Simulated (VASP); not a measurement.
# CsH (Fm-3m) in VASP: a series of runs

CsH is run at these levels: LDA, PBEsol, r2SCAN; tasks: single point.

Program: VASP 6.6.1. These are calculated values, not measurements. Logs are shortened: lines on timing, memory, paths and dates and some standing lists are left out, and cuts for length are marked.

## Step 1: The cell of the first run

The structure is cubic, space group Fm-3m (No. 225). Conventional cell: a = 6.100 Å, b = 6.100 Å, c = 6.100 Å, α = 90.00°, β = 90.00°, γ = 90.00°. Within 4.0 Å of Cs (site symmetry m-3m) lie 6 H at 3.05 Å. H (site symmetry m-3m) has 6 Cs at 3.05 Å within 4.0 Å.

## Step 2: Single point, LDA

Contents of INCAR:

```
SYSTEM = CsH
PREC = Accurate
ENCUT = 520
EDIFF = 1E-6
ISMEAR = -1
SIGMA = 0.02
LREAL = .False.
LASPH = .True.
NELM = 100
ALGO = Normal
ISIF = 2
LWAVE = .False.
LCHARG = .True.
LELF = .True.
LVHAR = .True.
NBANDS = 12
```

Contents of KPOINTS:

```
Automatic mesh
0
Gamma
  6 6 6
  0 0 0
```

Contents of POSCAR:

```
CsH
1.0
    0.0000000000      3.0500839063      3.0500839063
    3.0500839063      0.0000000000      3.0500839063
    3.0500839063      3.0500839063      0.0000000000
Cs H
1 1
Direct
    0.0000000000      0.0000000000      0.0000000000
    0.5000000000      0.5000000000      0.5000000000
```

Potentials or basis: VASP PAW LDA potentials, release 64 (Cs_sv, H).

Started as:

```console
$ cat potpaw_LDA.64/Cs_sv/POTCAR potpaw_LDA.64/H/POTCAR > POTCAR
$ mpirun -np 1 vasp_std > vasp.out
```

OUTCAR:

```text
SYSTEM = CsH
   PREC = Accurate
   ENCUT = 520
   EDIFF = 1E-6
   ISMEAR = -1
   LREAL = .False.
   LASPH = .True.
   NELM = 100
   ISIF = 2

 ion  position               nearest neighbor table
   1  0.000  0.000  0.000-
   2  0.500  0.500  0.500-

  LATTYP: Found a face centered cubic cell.
 ALAT       =     6.1001678126

  Lattice vectors:

 A1 = (   0.0000000000,   3.0500839063,   3.0500839063)
 A2 = (   3.0500839063,   0.0000000000,   3.0500839063)
 A3 = (   3.0500839063,   3.0500839063,   0.0000000000)

Analysis of symmetry for initial positions (statically):
=====================================================================
 Subroutine PRICEL returns:
 Original cell was already a primitive cell.

 Routine SETGRP: Setting up the symmetry group for a
 face centered cubic supercell.

 Subroutine GETGRP returns: Found 48 space group operations
 (whereof 48 operations were pure point group operations)
 out of a pool of 48 trial point group operations.

The static configuration has the point symmetry O_h .

Analysis of symmetry for dynamics (positions and initial velocities):
=====================================================================
 Subroutine PRICEL returns:
 Original cell was already a primitive cell.

 Routine SETGRP: Setting up the symmetry group for a
 face centered cubic supercell.

 Subroutine GETGRP returns: Found 48 space group operations
 (whereof 48 operations were pure point group operations)
 out of a pool of 48 trial point group operations.

The dynamic configuration has the point symmetry O_h .

 Subroutine INISYM returns: Found 48 space group operations
 (whereof 48 operations are pure point group operations),
 and found     1 'primitive' translations

----------------------------------------------------------------------------------------

                                     Primitive cell

  volume of cell :      56.7499

  direct lattice vectors                    reciprocal lattice vectors
     0.000000000  3.050083906  3.050083906    -0.163929916  0.163929916  0.163929916
     3.050083906  0.000000000  3.050083906     0.163929916 -0.163929916  0.163929916
     3.050083906  3.050083906  0.000000000     0.163929916  0.163929916 -0.163929916

  length of vectors
     4.313470027  4.313470027  4.313470027     0.283934944  0.283934944  0.283934944

  position of ions in fractional coordinates (direct lattice)
     0.000000000  0.000000000  0.000000000
     0.500000000  0.500000000  0.500000000

  ion indices of the primitive-cell ions
   primitive index   ion index
                 1           1
                 2           2

----------------------------------------------------------------------------------------

 KPOINTS: Automatic mesh

Automatic generation of k-mesh.
 Grid dimensions read from file:
 generate k-points for:    6    6    6

 Generating k-lattice:

  Cartesian coordinates                     Fractional coordinates (reciprocal lattice)
    -0.027321653  0.027321653  0.027321653     0.166666667  0.000000000  0.000000000
     0.027321653 -0.027321653  0.027321653     0.000000000  0.166666667  0.000000000
     0.027321653  0.027321653 -0.027321653     0.000000000  0.000000000  0.166666667

  Length of vectors
     0.047322491  0.047322491  0.047322491

  Shift w.r.t. Gamma in fractional coordinates (k-lattice)
     0.000000000  0.000000000  0.000000000

 Subroutine IBZKPT returns following result:
 ===========================================

 Found     16 irreducible k-points:

 Following reciprocal coordinates:
            Coordinates               Weight
  0.000000  0.000000  0.000000      1.000000
  0.166667  0.000000  0.000000      8.000000
  0.333333  0.000000  0.000000      8.000000
  0.500000  0.000000  0.000000      4.000000
  0.166667  0.166667  0.000000      6.000000
  0.333333  0.166667  0.000000     24.000000
[... 8 lines left out ...]
 -0.333333  0.333333  0.166667     24.000000
 -0.333333  0.500000  0.166667     12.000000
   k-points           NKPTS =     16   k-points in BZ     NKDIM =     16   number of bands    NBANDS=     12
   number of dos      NEDOS =    301   number of ions     NIONS =      2
   total plane-waves  NPLWV =  32768
   dimension x,y,z NGX =    32 NGY =   32 NGZ =   32
   dimension x,y,z NGXF=    64 NGYF=   64 NGZF=   64
   ions per type =               1   1
   NGX,Y,Z   is equivalent  to a cutoff of  12.33, 12.33, 12.33 a.u.
   NGXF,Y,Z  is equivalent  to a cutoff of  24.67, 24.67, 24.67 a.u.
 SYSTEM =  CsH
   PREC   = accura    normal or accurate (medium, high low for compatibility)
   ISTART =      0    job   : 0-new  1-cont  2-samecut
   ICHARG =      2    charge: 1-file 2-atom 10-const
   ISPIN  =      1    spin polarized calculation?
   LNONCOLLINEAR =      F non collinear calculations
   LSORBIT =      F    spin-orbit coupling
   LASPH  =      T    aspherical Exc in radial PAW
   ENCUT  =  520.0 eV  38.22 Ry    6.18 a.u.   8.02  8.02  8.02*2*pi/ulx,y,z
   NELM   =    100;   NELMIN=  2; NELMDL= -5     # of ELM steps
   EDIFF  = 0.1E-05   stopping-criterion for ELM
   LREAL  =      F    real-space projection
   EDIFFG = 0.1E-04   stopping-criterion for IOM
   NSW    =      0    number of steps for IOM
   IBRION =     -1    ionic relax: 0-MD 1-quasi-New 2-CG
   NFREE  =      0    steps in history (QN), initial steepest desc. (CG)
   ISIF   =      2    stress and relaxation
   ISYM   =      2    0-nonsym 1-usesym 2-fastsym
   POTIM  = 0.5000    time-step for ionic-motion
   TEBEG  =    0.0;   TEEND  =   0.0 temperature during run
   PSTRESS=    0.0 pullay stress
   NELECT =      10.0000    total number of electrons
   NUPDOWN=      -1.0000    fix difference up-down
   EMIN   =  10.00;   EMAX   =-10.00  energy-range for DOS
   EFERMI =   0.00;   METHOD = LEGACY
   ISMEAR =    -1;   SIGMA  =   0.02  broadening in eV -4-tet -1-fermi 0-gaus
   EFERMI_NEDOS =   21; number of points for ismear=-14 and -15
   IALGO  =     38    algorithm
   IMIX   =      4    mixing-type and parameters
     AMIX     =   0.40;   BMIX     =  1.00
     AMIX_MAG =   1.60;   BMIX_MAG =  1.00
  volume/ion in A,a.u.               =      28.37       191.48
  Fermi-wavevector in a.u.,A,eV,Ry     =   0.917811  1.734410 11.461224  0.842376
  Thomas-Fermi vector in A             =   2.042821
   LORBIT       =      0    0 simple, 1 ext, 2 COOP (PROOUT), +10 PAW based schemes
   GGA     = CA    functional components
   LHFCALC =     F    Hartree Fock is set to
   AEXX    =    0.0000 exact exchange contribution
   IVDW    =     0    specifies the selected vdW correction
   LEPSILON=     F    determine dielectric tensor
   LRPA    =     F    only Hartree local field effects (RPA)
 non-spin polarized calculation
  energy-cutoff  :      520.00
  volume of cell :       56.75
 maximum number of plane-waves:      1544
   NGX = 17   NGY = 17   NGZ = 17

 number of electron      10.0000001 magnetization

 Free energy of the ion-electron system (eV)
  ---------------------------------------------------
  ext. energy  EPLUGINS =         0.00000000
  ---------------------------------------------------
  free energy    TOTEN  =        -4.92324955 eV

  energy without entropy =       -4.92324955  energy(sigma->0) =       -4.92324955

 E-fermi :   1.1682     XC(G=0):  -8.0189

 val. band max:        0.7513481084   @ k =   0.5000   0.0000   0.0000
 cond. band min:       2.4767570009   @ k =   0.5000   0.0000   0.0000
 fundamental gap:      1.7254088925
 Fermi energy:         1.1682204406

 k-point     1 :       0.0000    0.0000    0.0000
  band No.  band energies     occupation
      1     -20.8190      2.00000
      2      -7.0982      2.00000
      3      -7.0982      2.00000
      4      -7.0982      2.00000
      5      -1.4264      2.00000
      6       5.6795      0.00000
      7       5.6795      0.00000
      8       5.6795      0.00000
      9       6.8686      0.00000
     10       7.7565      0.00000
     11       7.7565      0.00000
     12       9.3400      0.00000

 k-point     2 :       0.1667    0.0000    0.0000
  band No.  band energies     occupation
      1     -20.7858      2.00000
      2      -7.4673      2.00000
      3      -7.1334      2.00000
      4      -7.1334      2.00000
      5      -0.8968      2.00000
      6       4.7906      0.00000
      7       5.8570      0.00000
      8       5.8570      0.00000
      9       6.5282      0.00000
     10       7.2634      0.00000
     11       7.2634      0.00000
     12      10.6405      0.00000

 k-point     3 :       0.3333    0.0000    0.0000
  band No.  band energies     occupation
      1     -20.7178      2.00000
      2      -8.0854      2.00000
      3      -7.2017      2.00000
      4      -7.2017      2.00000
      5       0.1243      2.00000
      6       3.2824      0.00000
      7       5.4750      0.00000
      8       5.4750      0.00000
      9       7.1009      0.00000
     10       8.1062      0.00000
     11       8.1062      0.00000
     12      12.9842      0.00000
[... 166 lines left out ...]
 k-point    15 :      -0.3333    0.3333    0.1667
  band No.  band energies     occupation
      1     -20.6504      2.00000
      2      -8.0477      2.00000
      3      -7.7099      2.00000
      4      -7.4265      2.00000
      5      -0.0738      2.00000
      6       3.9155      0.00000
      7       4.8495      0.00000
      8       6.1915      0.00000
      9       8.4147      0.00000
     10       8.7336      0.00000
     11      10.3285      0.00000
     12      10.5916      0.00000

 k-point    16 :      -0.3333    0.5000    0.1667
  band No.  band energies     occupation
      1     -20.6396      2.00000
      2      -8.0124      2.00000
      3      -7.6834      2.00000
      4      -7.5633      2.00000
      5      -0.4639      2.00000
      6       3.9390      0.00000
      7       5.4967      0.00000
      8       6.3213      0.00000
      9       9.4813      0.00000
     10       9.7223      0.00000
     11      10.0342      0.00000
     12      10.2600      0.00000

------------------------ aborting loop because EDIFF is reached ----------------------------------------

  FORCE on cell =-STRESS in cart. coord.  units (eV):
  Direction    XX          YY          ZZ          XY          YZ          ZX
  --------------------------------------------------------------------------------------
  -------------------------------------------------------------------------------------
  Total        0.0148191      0.0148191      0.0148191      0.0000000      0.0000000     -0.0000000
  in kB        0.4183769      0.4183769      0.4183769      0.0000000      0.0000000     -0.0000000
  external PRESSURE =       0.4183769 kB  Pullay stress =       0.0000000 kB

 VOLUME and BASIS-vectors are now :
 -----------------------------------------------------------------------------
  energy-cutoff  :      520.00
  volume of cell :       56.75
      direct lattice vectors                 reciprocal lattice vectors
     0.000000000  3.050083906  3.050083906    -0.163929916  0.163929916  0.163929916
     3.050083906  0.000000000  3.050083906     0.163929916 -0.163929916  0.163929916
     3.050083906  3.050083906  0.000000000     0.163929916  0.163929916 -0.163929916

 POSITION                                       TOTAL-FORCE (eV/Angst)
 -----------------------------------------------------------------------------------
      0.00000      0.00000      0.00000        -0.000000      0.000000      0.000000
      3.05008      3.05008      3.05008         0.000000     -0.000000     -0.000000
 -----------------------------------------------------------------------------------
    total drift:                                0.000000     -0.000000     -0.000000

  FREE ENERGIE OF THE ION-ELECTRON SYSTEM (eV)
  ---------------------------------------------------
  free  energy   TOTEN  =        -4.9232495506 eV

  energy  without entropy=       -4.9232495506  energy(sigma->0) =       -4.92324955
```

Wall time 7.6 s (1 thread of AMD EPYC 7R13 (Zen 3), shared host); peak memory 0.12 GiB.

What came out:

```
Free energy            : -4.9232 eV
Pressure               : 0.0 GPa
Band gap on the k mesh : 1.73 eV, direct
```

Caveat: spin-orbit coupling is left out, which moves the levels of the heavy elements.

## Step 3: Single point, PBEsol

This run uses another cell than the first one, of 30.59 Å³/atom, 1.078 times its volume.

Contents of INCAR:

```
ALGO = Normal
EDIFF = 1E-7
ENCUT = 520
GGA = PS
ISIF = 2
ISMEAR = -1
LASPH = True
LCHARG = False
LREAL = False
LWAVE = False
NBANDS = 12
NELM = 60
PREC = Accurate
SIGMA = 0.02
```

Contents of KPOINTS:

```
k-points
0
Gamma
  6 6 6
```

Contents of POSCAR:

```
CsH
1.0
    0.0000000000      3.1275162785      3.1275162785
    3.1275162785      0.0000000000      3.1275162785
    3.1275162785      3.1275162785      0.0000000000
Cs H
1 1
Direct
    0.0000000000      0.0000000000      0.0000000000
    0.5000000000      0.5000000000      0.5000000000
```

Potentials or basis: VASP PAW PBE potentials, release 64 (Cs_sv, H).

Started as:

```console
$ cat potpaw_PBE.64/Cs_sv/POTCAR potpaw_PBE.64/H/POTCAR > POTCAR
$ mpirun -np 1 vasp_std > vasp.out
```

It took 13 s on 1 thread of AMD EPYC 7R13 (Zen 3), shared host; peak memory 0.17 GiB.

The run converged. Its results:

```
Free energy            : -4.5887 eV
Pressure               : 0.0 GPa
Band gap on the k mesh : 2.04 eV, direct
```

Levels at points of the mesh, in eV from the valence-band top:
```csv
k point,band 3,band 4,band 5,band 6,band 7,band 8
"(0.00, 0.00, 0.00)",-7.87,-7.87,-1.92,5.11,5.11,5.11
"(0.50, 0.00, 0.00)",-7.98,-7.98,0.00,2.04,4.63,4.63
"(0.50, 0.50, 0.00)",-8.19,-8.19,-1.36,2.91,5.71,8.22
```

Caveat: the PAW data sets were made with another functional, which shifts forces and pressure a little; spin-orbit coupling is left out, which moves the levels of the heavy elements.

(Part 1 of 2 ends here.)
